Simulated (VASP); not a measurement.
BH4C2F3, 40 atoms in the cell. The cell holds a disordered packing, 40 atoms: a = 7.899 Å, b = 7.899 Å, c = 7.899 Å, α = 90.00°, β = 90.00°, γ = 90.00°. 

```yaml
Program: VASP 6.6.1
Task: single point
Functional: PBE
Dispersion: D3(BJ)
Potentials_or_basis: VASP PAW PBE potentials, release 64 (C, H, B, F)
Cutoff: 520 eV
k_mesh: 1 × 1 × 1
Occupations: fermi-dirac, width 0.05 eV
Spin: no spin polarisation
Dipole_correction: no
Further_INCAR_settings: LREAL = Auto; ALGO = Normal; EDIFF = 1e-06; NBANDS = 98
```

Potentials or basis: VASP PAW PBE potentials, release 64 (C, H, B, F).

Run with:

```console
$ cat potpaw_PBE.64/C/POTCAR potpaw_PBE.64/H/POTCAR potpaw_PBE.64/B/POTCAR potpaw_PBE.64/F/POTCAR > POTCAR
$ mpirun -np 1 vasp_gam > vasp.out
```

Hardware: 1 thread of Intel(R) Xeon(R) Platinum 8488C (Sapphire Rapids), on a shared host.

Task: How long does it take, and how much memory?

Result: Wall time 53 s on 1 thread of Intel(R) Xeon(R) Platinum 8488C (Sapphire Rapids), with other jobs on the host, peak memory 0.5 GiB. Counts: scf iterations 16, k points 1.
